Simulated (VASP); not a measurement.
A run of VASP 6.6.1:

The input INCAR:

```
  PREC = Accurate
  ENCUT = 520
  EDIFF = 1E-6
  ISMEAR = -1
  SIGMA = 0.05
  LREAL = False
  LASPH = True
  NELM = 60
  ALGO = Normal
  ISIF = 2
  LWAVE = False
  LCHARG = True
  GGA = PS
  LELF = True
  LVHAR = True
  NBANDS = 10
```

KPOINTS

```
regular mesh
0
Gamma
  15 15 8
```

POSCAR

```
Li
1.0
    2.9372359081      0.0000000000      0.0000000000
   -1.4686179540      2.5437209133      0.0000000000
    0.0000000000      0.0000000000      4.8204292687
Li
2
Direct
    0.3333333333      0.6666666667      0.2500000000
    0.6666666667      0.3333333333      0.7500000000
```

Potentials or basis: VASP PAW PBE potentials, release 64 (Li_sv).

Run with:

```sh
$ cat potpaw_PBE.64/Li_sv/POTCAR > POTCAR
$ mpirun -np 1 vasp_std > vasp.out
```

Hardware: 1 thread of Intel Xeon 8259CL (shared host).

Q: How long does it take, and how much memory?

A: It took 48 s on 1 thread of Intel Xeon 8259CL, with other jobs on the host, peak memory 0.17 GiB. Counts: scf iterations 11, k points 135.
